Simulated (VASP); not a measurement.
## TiAl: single point with LDA

TiAl:

```
Ti Al
1.0
     3.21905   -0.34447   -0.34447
    -0.34447    3.21905   -0.34447
    -0.34447   -0.34447    3.21905
Ti Al
1 1
Direct
  0.00000 0.00000 0.00000
  0.50000 0.50000 0.50000
```

This cell differs from its parent crystal: ratio of the length along [111] to the lengths across it x 0.71, volume and fractional coordinates fixed.

```json
{"Program": "VASP 6.6.1", "Task": "single point", "Functional": "LDA", "Potentials or basis": "VASP PAW LDA potentials, release 64 (Ti_sv, Al)", "Cutoff": "520 eV", "k mesh": "16 × 16 × 16", "Occupations": "gaussian, width 0.15 eV", "Spin": "no spin polarisation"}
```

```yaml
Pressure: 11.6 GPa
Band_gap_on_the_k_mesh: zero (an odd number of electrons rules out a gap without spin polarisation)
```

Stress tensor (GPa, compression positive):
```
11.58 34.56 34.56
34.56 11.58 34.56
34.56 34.56 11.58
```

Levels at points of the mesh, in eV from the Fermi level:
```csv
k point,band 4,band 5,band 6,band 7,band 8,band 9,band 10,band 11
"(0.00, 0.00, 0.00)",-32.25,-8.65,-0.79,-0.79,0.72,1.91,1.91,5.45
"(0.50, 0.00, 0.00)",-32.24,-5.12,-4.49,-0.59,-0.36,1.61,1.96,3.47
"(0.50, 0.50, 0.00)",-32.27,-4.79,-2.66,-1.04,0.59,0.64,1.08,2.89
"(0.50, 0.50, 0.50)",-32.39,-3.05,-3.05,-1.76,0.18,2.31,2.31,2.87
```

Run time: 5 min on 1 thread of Intel Xeon 8259CL (shared host), peak memory 0.29 GiB.

Caveat: the cell stands under pressure.
